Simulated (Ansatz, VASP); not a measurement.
One calculation of Te, two programs

INCAR

```
PREC = Accurate ; ENCUT = 520
EDIFF = 1E-6 ; ISMEAR = -1
SIGMA = 0.1 ; LREAL = False
LASPH = True ; NELM = 60
ALGO = Normal ; ISIF = 2
LWAVE = False ; LCHARG = False
GGA = PE ; NBANDS = 9
```

Contents of KPOINTS:

```
regular mesh
0
Gamma
  15 15 13
```

POSCAR

```
Te
1.0
    2.4837224252      0.0000000000      0.0000000000
   -1.2418612126      2.1509667162      0.0000000000
    0.0000000000      0.0000000000      2.3301428816
Te
1
Direct
    0.0000000000      0.0000000000      0.0000000000
```

Input for Ansatz:

```yaml
crystal:
  lattice:
    - [2.4837224252, 0.0, 0.0]
    - [-1.2418612126, 2.1509667162, 0.0]
    - [0.0, 0.0, 2.3301428816]
  atoms:
    - { symbol: Te, position: [0.0, 0.0, 0.0] }
kpoints:
  mp_grid: { grid: [15, 15, 13] }
scf:
  occupations: { method: fermi_dirac, width: 0.1 }
hamiltonian:
  xc: pbe
  pseudopotentials: { kind: all_electron, datasets: crystal }
output:
  forces: true
  stress: true
  eigenvalues: true
```

Change from the starting cell: volume scaled by 0.4, crystal datasets.

Alike in both runs: task single point; functional PBE; k mesh 15 × 15 × 13; occupations fermi-dirac, width 0.1 eV; no spin polarisation.

```csv
,VASP,Ansatz
version,VASP 6.6.1,Ansatz 0.2.0
potentials or method,"VASP PAW PBE potentials, release 64 (Te), cutoff 520 eV","all-electron PAW with datasets made for the crystal, scalar-relativistic"
```

```tsv
	VASP	Ansatz	Ansatz less VASP
pressure (GPa)	361.1	353.6	-7.44
traceless stress, the component that is largest in VASP (GPa)	-1.70	-0.64	+1.065
```

Both programs put the cell under a high pressure, so it lies far from rest at this level. Ansatz ran all-electron here, and VASP with PAW potentials. Ansatz's warnings: printed levels off.

Spin-orbit coupling is off throughout. Noted on VASP's run: the cell as given lies far from equilibrium.
